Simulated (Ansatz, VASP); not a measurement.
One calculation of Al3GaIr, two programs

INCAR

```
  PREC = Accurate
  ENCUT = 520
  EDIFF = 1E-6
  ISMEAR = 0
  SIGMA = 0.1
  LREAL = F
  LASPH = T
  NELM = 150
  ALGO = Fast
  ISIF = 2
  LWAVE = F
  LCHARG = F
  ISPIN = 2
  MAGMOM = 0 0 0 0 1
  LORBIT = 11
  LMAXMIX = 4
  GGA = PE
  NBANDS = 28
```

Contents of KPOINTS:

```
Automatic mesh
0
Gamma
  4 4 4
```

POSCAR

```
Al3GaIr
1.0
    4.7665338133      0.0000000000      0.0000000000
    0.0000000000      4.7665338133      0.0000000000
    0.0000000000      0.0000000000      4.7665338133
Al Ga Ir
3 1 1
Direct
    0.5000000000      0.0000000000      0.5000000000
    0.0000000000      0.5000000000      0.5000000000
    0.5000000000      0.5000000000      0.0000000000
    0.0000000000      0.0000000000      0.0000000000
    0.5000000000      0.5000000000      0.5000000000
```

Input for Ansatz:

```yaml
crystal:
  lattice:
    - [4.7665338133, 0.0, 0.0]
    - [0.0, 4.7665338133, 0.0]
    - [0.0, 0.0, 4.7665338133]
  atoms:
    - { symbol: Al, position: [0.5, 0.0, 0.5] }
    - { symbol: Al, position: [0.0, 0.5, 0.5] }
    - { symbol: Al, position: [0.5, 0.5, 0.0] }
    - { symbol: Ga, position: [0.0, 0.0, 0.0] }
    - { symbol: Ir, position: [0.5, 0.5, 0.5], spin: 1.0 }
basis:
  ecutwfc: 420
kpoints:
  mp_grid: { grid: [4, 4, 4] }
hamiltonian:
  xc: pbe
scf:
  occupations: { method: gaussian, width: 0.1 }
  lower_state_search: "off"
output:
  forces: true
  stress: true
  eigenvalues: true
  populations: true
magnetization:
  spin_polarized: true
```

Change from the starting cell: species swapped into the ZnFe3C type (Pm-3m, No. 221).

Alike in both runs: task single point; functional PBE; k mesh 4 × 4 × 4; occupations gaussian, width 0.1 eV; collinear spin.

|  | VASP | Ansatz |
| --- | --- | --- |
| version | VASP 6.6.1 | Ansatz 0.2.0 |
| potentials or method | VASP PAW PBE potentials, release 64 (Al, Ga_d, Ir), cutoff 520 eV | scalar-relativistic, plane waves, PAW |
| valence electrons in the cell | 31 | 39 |

```tsv
	VASP	Ansatz	Ansatz less VASP
gap on the k mesh at the Fermi level (eV)	none	none	-
pressure (GPa)	0.0	0.0	+0.04
net moment per atom (μB)	0.00	0.00	0.000
```

A gap of «none» marks a metal or a gap that the smearing closes. VASP's potentials hold 31 valence electrons a cell and Ansatz's 39, so a difference there can come from the potentials and not from the codes. Ansatz's warnings: seeded moment not kept.

Spin-orbit coupling is off throughout.
